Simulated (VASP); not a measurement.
MnO2, 3 atoms in the cell. It takes space group R3m (No. 160, trigonal). The conventional cell has a = 2.857 Å, b = 2.857 Å, c = 13.752 Å, α = 90.00°, β = 90.00°, γ = 120.00°. Within 2.5 Å of Mn (site symmetry 3m) lie 6 O at 1.88 to 1.93 Å. Within 2.6 Å of O (site symmetry 3m) lie 3 Mn at 1.93 Å and 3 O at 2.51 Å. O (site symmetry 3m) has 3 Mn at 1.88 Å and 3 O at 2.51 Å within 2.6 Å. 

| Item | Value |
| --- | --- |
| Program | VASP 6.6.1 |
| Task | single point |
| Functional | PBE |
| Potentials or basis | VASP PAW PBE potentials, release 64 (Mn_pv, O) |
| Cutoff | 520 eV |
| k mesh | 12 × 12 × 12 |
| Occupations | gaussian, width 0.05 eV |
| Spin | collinear spin, ferromagnetic start |
| Starting moments | [2.49, 0.05, 0.05] μB |
| Dipole correction | no |
| Further INCAR settings | ALGO = Normal; EDIFF = 1e-07; NBANDS = 24 |

Potentials or basis: VASP PAW PBE potentials, release 64 (Mn_pv, O).

Run with:

```bash
$ cat potpaw_PBE.64/Mn_pv/POTCAR potpaw_PBE.64/O/POTCAR > POTCAR
$ mpirun -np 1 vasp_std > vasp.out
```

Hardware: 1 thread of Intel(R) Xeon(R) 6975P-C (Granite Rapids) (shared host).

Estimate the wall time of this run.

It took 4.5 min on 1 thread of Intel(R) Xeon(R) 6975P-C (Granite Rapids), on a shared host, peak memory 0.32 GiB. Counts: scf iterations 17, k points 189.
